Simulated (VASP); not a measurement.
Runs of VASP 6.6.1 on SnTe. The structure is that of space group F-43m (No. 216), or close to it. The cells are those of the table. 

| level | potentials or basis | spin | cell | k mesh | smearing | grid for exact exchange (PRECFOCK) | share of exact exchange | screening parameter | gap on the mesh (eV) | pressure (GPa) |
| --- | --- | --- | --- | --- | --- | --- | --- | --- | --- | --- |
| LDA | VASP PAW LDA potentials, release 64 (Te, Sn_d) | off | a = 5.073 Å, angles 60.0°, 2 atoms | 7 × 7 × 7 | fermi-dirac 0.05 eV | - | - | - | 0.21 | -1.8 |
| r2SCAN | VASP PAW PBE potentials, release 64 (Te, Sn_d) | off | a = 5.073 Å, angles 60.0°, 2 atoms | 7 × 7 × 7 | fermi-dirac 0.05 eV | - | - | - | 0.35 | -0.1 |
| B3LYP | VASP PAW PBE potentials, release 64 (Te, Sn_d) | off | a = 5.163 Å, angles 60.0°, 2 atoms | 4 × 4 × 4 | fermi-dirac 0.05 eV | Normal | 0.2 | - | 0.95 | -0.1 |
| LDA | VASP PAW LDA potentials, release 64 (Te, Sn_d) | off | a = 5.107 Å, angles 60.0°, 2 atoms | 7 × 7 × 7 | fermi-dirac 0.05 eV | - | - | - | (b) | -2.2 |
| HSE06 | VASP PAW PBE potentials, release 64 (Te, Sn_d) | off | a = 5.073 Å, angles 60.0°, 2 atoms | 4 × 4 × 4 | fermi-dirac 0.05 eV | Normal | 0.25 | 0.2079 1/Å | 0.30 | -0.3 |
| PBE0 | VASP PAW PBE potentials, release 64 (Te, Sn_d) | non-collinear, zero start, SOC | a = 5.107 Å, angles 60.0°, 2 atoms | 3 × 3 × 3 | fermi-dirac 0.05 eV | Normal | 0.25 | - | - | -1.6 |
| PBE0+D3(BJ) | VASP PAW PBE potentials, release 64 (Te, Sn_d) | off | a = 5.501 Å, angles 60.0°, 2 atoms | 4 × 4 × 4 | gaussian 0.01 eV | Normal | 0.25 | - | 1.54 | (a) |

Alike in all rows: task single point; cutoff (eV) 520.

Q: Fill in the values left out.

A: (a) -4.9; (b) 0.25.

Caveats: some runs use coarse meshes; spin-orbit coupling is left out, which moves the levels of the heavy elements (at least some runs); the PAW data sets were made with another functional, which shifts forces and pressure a little (at least some runs); an odd mesh through Γ misses points on the zone boundary, where band edges can lie (at least some runs); the cell stands under tension (at least some runs).

A k mesh can miss the band edges, and rows without SOC leave out spin-orbit coupling on Sn, Te.
